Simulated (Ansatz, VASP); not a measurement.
**BeZn3Te4 in VASP and in Ansatz**

```xyz
8
Lattice="4.2697 0.0000 0.0000 0.0000 4.2697 0.0000 0.0000 0.0000 12.1620" Properties=species:S:1:pos:R:3 pbc="T T T"
Be    2.1349    2.1349    6.0810
Zn    0.0000    0.0000    9.0018
Zn    0.0000    0.0000    3.1602
Zn    2.1349    2.1349    0.0000
Te    2.1349    0.0000    7.4084
Te    0.0000    2.1349    4.7536
Te    2.1349    0.0000    1.5810
Te    0.0000    2.1349   10.5810
```

Alike in both runs: task single point; functional PBE; k mesh 4 × 4 × 1; occupations gaussian, width 0.1 eV; no spin polarisation.

|  | VASP | Ansatz |
| --- | --- | --- |
| version | VASP 6.6.1 | Ansatz 0.2.0 |
| potentials or method | VASP PAW PBE potentials, release 64 (Be, Zn, Te), cutoff 520 eV | scalar-relativistic, plane waves, PAW |
| valence electrons in the cell | 62 | 102 |

Ansatz gave:

```
gap on the k mesh at the Fermi level (eV)                     : 1.51
least direct gap on the mesh (eV)                             : 1.51
pressure (GPa)                                                : 0.1
traceless stress, the component that is largest in VASP (GPa) : -0.28
rms of the force components (eV/Å)                            : 0.007
```

Estimate VASP's values.

gap on the k mesh at the Fermi level (eV): 1.51; least direct gap on the mesh (eV): 1.51; pressure (GPa): 0.2; traceless stress, the component that is largest in VASP (GPa): -0.28; rms of the force components (eV/Å): 0.007.

Atom by atom the forces differ by 0.001 eV/Å (rms over components). VASP's potentials hold 62 valence electrons a cell and Ansatz's 102, so a difference there can come from the potentials and not from the codes.

The k mesh is coarse, so the values compare programs but aren't converged. Neither program's run includes spin-orbit coupling.
